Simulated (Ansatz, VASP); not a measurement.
# One calculation of SnO2, two programs

```
Sn O
1.0
     0.00000    2.61714    2.61714
     2.65575    0.00000    2.61714
     2.65575    2.61714    0.00000
Sn O
1 2
Direct
  0.06867 0.93133 0.93133
  0.21566 0.28434 0.28434
  0.71566 0.78434 0.78434
```

Alike in both runs: task single point; functional PBEsol; k mesh 12 × 12 × 12; occupations gaussian, width 0.1 eV; no spin polarisation.

|  | VASP | Ansatz |
| --- | --- | --- |
| version | VASP 6.6.1 | Ansatz 0.2.0 |
| potentials or method | VASP PAW PBE potentials, release 64 (Sn_d, O), cutoff 520 eV | scalar-relativistic, plane waves, PAW |
| valence electrons in the cell | 26 | 26 |

VASP gave:

```
gap on the k mesh at the Fermi level (eV)                     : none
pressure (GPa)                                                : 2.8
traceless stress, the component that is largest in VASP (GPa) : -5.55
rms of the force components (eV/Å)                            : 1.112
```

Task: What did Ansatz give for the same quantities?

Result: gap on the k mesh at the Fermi level (eV): none; pressure (GPa): 2.2; traceless stress, the component that is largest in VASP (GPa): -5.00; rms of the force components (eV/Å): 1.078.

VASP's potentials were made for PBE, not for PBEsol. Atom by atom the forces differ by 0.035 eV/Å (rms over components). A gap of «none» marks a metal or a gap that the smearing closes.
